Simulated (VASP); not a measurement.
# MoS2 in VASP: settings compared

MoS2 is run at these levels: LDA, PBEsol, PBE; tasks: single point.

Program: VASP 6.6.1. These are calculated values, not measurements. Logs are shortened: lines on timing, memory, paths and dates and some standing lists are left out, and cuts for length are marked.

### Step 1. The cell of the first run

The typed cell holds 3 atoms: a = 3.154 Å, b = 3.154 Å, c = 5.795 Å, α = 90.00°, β = 90.00°, γ = 60.00°.

### Step 2. Single point, LDA

INCAR reads:

```
SYSTEM = MoS2
  PREC = Accurate
  ENCUT = 520
  EDIFF = 1E-6
  ISMEAR = -1
  SIGMA = 0.05
  LREAL = .FALSE.
  LASPH = .TRUE.
  NELM = 60
  ALGO = Normal
  ISIF = 2
  LWAVE = .FALSE.
  LCHARG = .TRUE.
  GGA = CA
  LELF = .TRUE.
  LVHAR = .TRUE.
  NBANDS = 20
```

KPOINTS reads:

```
regular mesh
0
G
  6 6 5
  0 0 0
```

POSCAR reads:

```
MoS2
1.0
    2.7314644626     -1.5770220910      0.0008373011
    2.7314644626      1.5770220910      0.0008373011
   -0.0015083925      0.0000000000      5.7949483287
Mo S
1 2
Direct
    0.0000000000      0.0000000000      0.0000000000
    0.6666416756      0.6666416756      0.2686228752
    0.3333583244      0.3333583244      0.7313771248
```

Potentials or basis: VASP PAW LDA potentials, release 64 (Mo_sv, S).

The run is started by

```bash
cat potpaw_LDA.64/Mo_sv/POTCAR potpaw_LDA.64/S/POTCAR > POTCAR
mpirun -np 1 vasp_std > vasp.out
```

OUTCAR:

```text
SYSTEM = MoS2
   PREC = Accurate
   ENCUT = 520
   EDIFF = 1E-6
   ISMEAR = -1
   LREAL = .FALSE.
   LASPH = .TRUE.
   NELM = 60
   ISIF = 2
   GGA = CA

 ion  position               nearest neighbor table
   1  0.000  0.000  0.000-   2 2.40   2 2.40   3 2.40   3 2.40   2 2.40   3 2.40
   2  0.667  0.667  0.269-   1 2.40   1 2.40   1 2.40
   3  0.333  0.333  0.731-   1 2.40   1 2.40   1 2.40

  LATTYP: Found a base centered monoclinic cell.
 ALAT       =     5.4629291819
 B/A-ratio  =     0.5773540306
 C/A-ratio  =     1.0607767980
 COS(beta)  =    -0.0000462449

  Lattice vectors:

 A1 = (  -2.7314644626,   1.5770220910,  -0.0008373011)
 A2 = (  -2.7314644626,  -1.5770220910,  -0.0008373011)
 A3 = (  -0.0015083925,   0.0000000000,   5.7949483287)

Analysis of symmetry for initial positions (statically):
=====================================================================
 Subroutine PRICEL returns:
 Original cell was already a primitive cell.

 Routine SETGRP: Setting up the symmetry group for a
 base centered monoclinic supercell.

 Subroutine GETGRP returns: Found  4 space group operations
 (whereof  4 operations were pure point group operations)
 out of a pool of  4 trial point group operations.

The static configuration has the point symmetry C_2h.

Analysis of symmetry for dynamics (positions and initial velocities):
=====================================================================
 Subroutine PRICEL returns:
 Original cell was already a primitive cell.

 Routine SETGRP: Setting up the symmetry group for a
 base centered monoclinic supercell.

 Subroutine GETGRP returns: Found  4 space group operations
 (whereof  4 operations were pure point group operations)
 out of a pool of  4 trial point group operations.

The dynamic configuration has the point symmetry C_2h.

 Subroutine INISYM returns: Found  4 space group operations
 (whereof  4 operations are pure point group operations),
 and found     1 'primitive' translations

----------------------------------------------------------------------------------------

                                     Primitive cell

  volume of cell :      49.9244

  direct lattice vectors                    reciprocal lattice vectors
     2.731464463 -1.577022091  0.000837301     0.183051973 -0.317053263  0.000047647
     2.731464463  1.577022091  0.000837301     0.183051973  0.317053263  0.000047647
    -0.001508393  0.000000000  5.794948329    -0.000052898  0.000000000  0.172564079

  length of vectors
     3.154028771  3.154028771  5.794948525     0.366102170  0.366102170  0.172564087

  position of ions in fractional coordinates (direct lattice)
     0.000000000  0.000000000  0.000000000
     0.666641676  0.666641676  0.268622875
     0.333358324  0.333358324  0.731377125

  ion indices of the primitive-cell ions
   primitive index   ion index
                 1           1
                 2           2
                 3           3

----------------------------------------------------------------------------------------

 KPOINTS: regular mesh

Automatic generation of k-mesh.
 Grid dimensions read from file:
 generate k-points for:    6    6    5

 Generating k-lattice:

  Cartesian coordinates                     Fractional coordinates (reciprocal lattice)
     0.030508662 -0.052842211  0.000007941     0.166666667 -0.000000000  0.000000000
     0.030508662  0.052842211  0.000007941    -0.000000000  0.166666667  0.000000000
    -0.000010580  0.000000000  0.034512816     0.000000000  0.000000000  0.200000000

  Length of vectors
     0.061017028  0.061017028  0.034512817

  Shift w.r.t. Gamma in fractional coordinates (k-lattice)
     0.000000000  0.000000000  0.000000000

 Subroutine IBZKPT returns following result:
 ===========================================

 Found     55 irreducible k-points:

 Following reciprocal coordinates:
            Coordinates               Weight
  0.000000  0.000000  0.000000      1.000000
  0.166667  0.000000 -0.000000      4.000000
  0.333333  0.000000  0.000000      4.000000
  0.500000 -0.000000  0.000000      2.000000
  0.166667  0.166667 -0.000000      2.000000
  0.333333  0.166667 -0.000000      4.000000
[... 16 lines left out ...]
 -0.333333  0.166667  0.200000      4.000000
 -0.166667  0.166667  0.200000      4.000000
 [... further k-points ...]
   k-points           NKPTS =     55   k-points in BZ     NKDIM =     55   number of bands    NBANDS=     20
   number of dos      NEDOS =    301   number of ions     NIONS =      3
   total plane-waves  NPLWV =  27648
   dimension x,y,z NGX =    24 NGY =   24 NGZ =   48
   dimension x,y,z NGXF=    48 NGYF=   48 NGZF=   96
   ions per type =               1   2
   NGX,Y,Z   is equivalent  to a cutoff of  12.65, 12.65, 13.77 a.u.
   NGXF,Y,Z  is equivalent  to a cutoff of  25.30, 25.30, 27.54 a.u.
 SYSTEM =  MoS2
   PREC   = accura    normal or accurate (medium, high low for compatibility)
   ISTART =      0    job   : 0-new  1-cont  2-samecut
   ICHARG =      2    charge: 1-file 2-atom 10-const
   ISPIN  =      1    spin polarized calculation?
   LNONCOLLINEAR =      F non collinear calculations
   LSORBIT =      F    spin-orbit coupling
   LASPH  =      T    aspherical Exc in radial PAW
   ENCUT  =  520.0 eV  38.22 Ry    6.18 a.u.   5.86  5.86 10.77*2*pi/ulx,y,z
   NELM   =     60;   NELMIN=  2; NELMDL= -5     # of ELM steps
   EDIFF  = 0.1E-05   stopping-criterion for ELM
   LREAL  =      F    real-space projection
   EDIFFG = 0.1E-04   stopping-criterion for IOM
   NSW    =      0    number of steps for IOM
   IBRION =     -1    ionic relax: 0-MD 1-quasi-New 2-CG
   NFREE  =      0    steps in history (QN), initial steepest desc. (CG)
   ISIF   =      2    stress and relaxation
   ISYM   =      2    0-nonsym 1-usesym 2-fastsym
   POTIM  = 0.5000    time-step for ionic-motion
   TEBEG  =    0.0;   TEEND  =   0.0 temperature during run
   PSTRESS=    0.0 pullay stress
   NELECT =      26.0000    total number of electrons
   NUPDOWN=      -1.0000    fix difference up-down
   EMIN   =  10.00;   EMAX   =-10.00  energy-range for DOS
   EFERMI =   0.00;   METHOD = LEGACY
   ISMEAR =    -1;   SIGMA  =   0.05  broadening in eV -4-tet -1-fermi 0-gaus
   EFERMI_NEDOS =   21; number of points for ismear=-14 and -15
   IALGO  =     38    algorithm
   IMIX   =      4    mixing-type and parameters
     AMIX     =   0.40;   BMIX     =  1.00
     AMIX_MAG =   1.60;   BMIX_MAG =  1.00
  volume/ion in A,a.u.               =      16.64       112.30
  Fermi-wavevector in a.u.,A,eV,Ry     =   1.317129  2.489013 23.603778  1.734829
  Thomas-Fermi vector in A             =   2.447192
   LORBIT       =      0    0 simple, 1 ext, 2 COOP (PROOUT), +10 PAW based schemes
   GGA     = CA    functional components
   LHFCALC =     F    Hartree Fock is set to
   AEXX    =    0.0000 exact exchange contribution
   IVDW    =     0    specifies the selected vdW correction
   LEPSILON=     F    determine dielectric tensor
   LRPA    =     F    only Hartree local field effects (RPA)
 non-spin polarized calculation
  energy-cutoff  :      520.00
  volume of cell :       49.92
 maximum number of plane-waves:      1362
   NGX = 11   NGY = 11   NGZ = 21

 number of electron      26.0000000 magnetization

 Free energy of the ion-electron system (eV)
  ---------------------------------------------------
  ext. energy  EPLUGINS =         0.00000000
  ---------------------------------------------------
  free energy    TOTEN  =       -23.67142125 eV

  energy without entropy =      -23.66455018  energy(sigma->0) =      -23.66798571

 E-fermi :   8.4905     XC(G=0): -11.5530

 val. band max:        8.4247584938   @ k =   0.0000   0.0000   0.0000
 cond. band min:       8.5725838625   @ k =   0.1667   0.0000  -0.0000
 fundamental gap:      0.1478253687
 Fermi energy:         8.4905419102

 k-point     1 :       0.0000    0.0000    0.0000
  band No.  band energies     occupation
      1     -52.8968      2.00000
      2     -27.1760      2.00000
      3     -27.0594      2.00000
      4     -27.0594      2.00000
      5      -6.7774      2.00000
      6      -4.8229      2.00000
[... 12 lines left out ...]
     19      15.4526      0.00000
     20      17.9996      0.00000

 k-point     2 :       0.1667    0.0000   -0.0000
  band No.  band energies     occupation
      1     -52.8858      2.00000
      2     -27.1670      2.00000
      3     -27.1542      2.00000
      4     -27.0838      2.00000
      5      -6.3300      2.00000
      6      -4.7462      2.00000
[... 12 lines left out ...]
     19      16.6379      0.00000
     20      17.5414      0.00000

 k-point     3 :       0.3333    0.0000    0.0000
  band No.  band energies     occupation
      1     -52.8638      2.00000
      2     -27.3758      2.00000
      3     -27.1322      2.00000
      4     -27.1115      2.00000
      5      -5.2682      2.00000
      6      -4.5444      2.00000
[... 12 lines left out ...]
     19      15.6314      0.00000
     20      16.8647      0.00000

 k-point     4 :       0.5000   -0.0000    0.0000
  band No.  band energies     occupation
      1     -52.8527      2.00000
      2     -27.4779      2.00000
      3     -27.1563      2.00000
      4     -27.0899      2.00000
      5      -4.7816      2.00000
      6      -4.1698      2.00000
[... 12 lines left out ...]
     19      15.9062      0.00000
     20      16.6713      0.00000

 k-point     5 :       0.1667    0.1667   -0.0000
  band No.  band energies     occupation
      1     -52.8858      2.00000
      2     -27.1669      2.00000
      3     -27.1542      2.00000
      4     -27.0839      2.00000
      5      -6.3300      2.00000
      6      -4.7462      2.00000
[... 12 lines left out ...]
     19      16.6378      0.00000
     20      17.5414      0.00000

 k-point     6 :       0.3333    0.1667   -0.0000
  band No.  band energies     occupation
      1     -52.8693      2.00000
      2     -27.3038      2.00000
      3     -27.1421      2.00000
      4     -27.1214      2.00000
      5      -5.5501      2.00000
      6      -4.6178      2.00000
[... 12 lines left out ...]
     19      17.1719      0.00000
     20      17.3014      0.00000

 k-point     7 :       0.5000    0.1667    0.0000
  band No.  band energies     occupation
      1     -52.8527      2.00000
      2     -27.4245      2.00000
      3     -27.2120      2.00000
      4     -27.0900      2.00000
      5      -4.6526      2.00000
      6      -4.3304      2.00000
[... 12 lines left out ...]
     19      16.1341      0.00000
     20      17.2246      0.00000
[... 277 lines left out ...]
 k-point    20 :       0.1667    0.1667    0.2000
  band No.  band energies     occupation
      1     -52.8858      2.00000
      2     -27.1670      2.00000
      3     -27.1543      2.00000
      4     -27.0838      2.00000
      5      -6.2023      2.00000
      6      -4.9561      2.00000
[... 12 lines left out ...]
     19      16.9207      0.00000
     20      17.8676      0.00000

 k-point    21 :       0.3333    0.1667    0.2000
  band No.  band energies     occupation
      1     -52.8693      2.00000
      2     -27.3038      2.00000
      3     -27.1421      2.00000
      4     -27.1214      2.00000
      5      -5.4719      2.00000
      6      -4.7153      2.00000
[... 12 lines left out ...]
     19      16.9931      0.00000
     20      17.7036      0.00000

 k-point    22 :       0.5000    0.1667    0.2000
  band No.  band energies     occupation
      1     -52.8527      2.00000
      2     -27.4245      2.00000
      3     -27.2120      2.00000
      4     -27.0900      2.00000
      5      -4.7848      2.00000
      6      -4.1644      2.00000
[... 12 lines left out ...]
     19      16.2067      0.00000
     20      16.3669      0.00000

 k-point    23 :      -0.3333    0.1667    0.2000
  band No.  band energies     occupation
      1     -52.8527      2.00000
      2     -27.4245      2.00000
      3     -27.2120      2.00000
      4     -27.0900      2.00000
      5      -4.6028      2.00000
      6      -4.3909      2.00000
[... 12 lines left out ...]
     19      16.0916      0.00000
     20      17.1413      0.00000

 k-point    24 :      -0.1667    0.1667    0.2000
  band No.  band energies     occupation
      1     -52.8693      2.00000
      2     -27.3038      2.00000
      3     -27.1420      2.00000
      4     -27.1214      2.00000
      5      -5.4719      2.00000
      6      -4.7153      2.00000
[... 12 lines left out ...]
     19      16.9930      0.00000
     20      17.7037      0.00000

 [... further k-points ...]

------------------------ aborting loop because EDIFF is reached ----------------------------------------

  FORCE on cell =-STRESS in cart. coord.  units (eV):
  Direction    XX          YY          ZZ          XY          YZ          ZX
  --------------------------------------------------------------------------------------
  -------------------------------------------------------------------------------------
  Total        0.0178449      0.0184223      0.0372112      0.0000000      0.0000000      0.0013174
  in kB        0.5726811      0.5912086      1.1941841      0.0000000      0.0000000      0.0422795
  external PRESSURE =       0.7860246 kB  Pullay stress =       0.0000000 kB

 VOLUME and BASIS-vectors are now :
 -----------------------------------------------------------------------------
  energy-cutoff  :      520.00
  volume of cell :       49.92
      direct lattice vectors                 reciprocal lattice vectors
     2.731464463 -1.577022091  0.000837301     0.183051973 -0.317053263  0.000047647
     2.731464463  1.577022091  0.000837301     0.183051973  0.317053263  0.000047647
    -0.001508393  0.000000000  5.794948329    -0.000052898  0.000000000  0.172564079

 POSITION                                       TOTAL-FORCE (eV/Angst)
 -----------------------------------------------------------------------------------
      0.00000      0.00000      0.00000         0.000000     -0.000000      0.000000
      3.64141      0.00000      1.55777         0.000566      0.000000      0.016372
      1.82001      0.00000      4.23885        -0.000566      0.000000     -0.016372
 -----------------------------------------------------------------------------------
    total drift:                                0.000000     -0.000000     -0.000000

  FREE ENERGIE OF THE ION-ELECTRON SYSTEM (eV)
  ---------------------------------------------------
  free  energy   TOTEN  =       -23.6714212462 eV

  energy  without entropy=      -23.6645501831  energy(sigma->0) =      -23.66798571
```

It took 50 s on 1 thread of Intel Xeon 8259CL, shared host; peak memory 0.18 GiB.

Results:

* Free energy: -23.6714 eV
* Pressure: 0.1 GPa
* Largest force: 0.016 eV/Å
* Band gap on the k mesh: zero (bands 13 and 14 overlap by 1.09 eV)

Forces in eV/Å, atoms in the order of the input:
```
Mo   0.000  0.000  0.000
S    0.001  0.000  0.016
S   -0.001  0.000 -0.016
```

Caveat: the k points lie up to 0.38 Å⁻¹ apart, too coarse for converged energies and pressures of a metal.

[end of part 1 of 3]
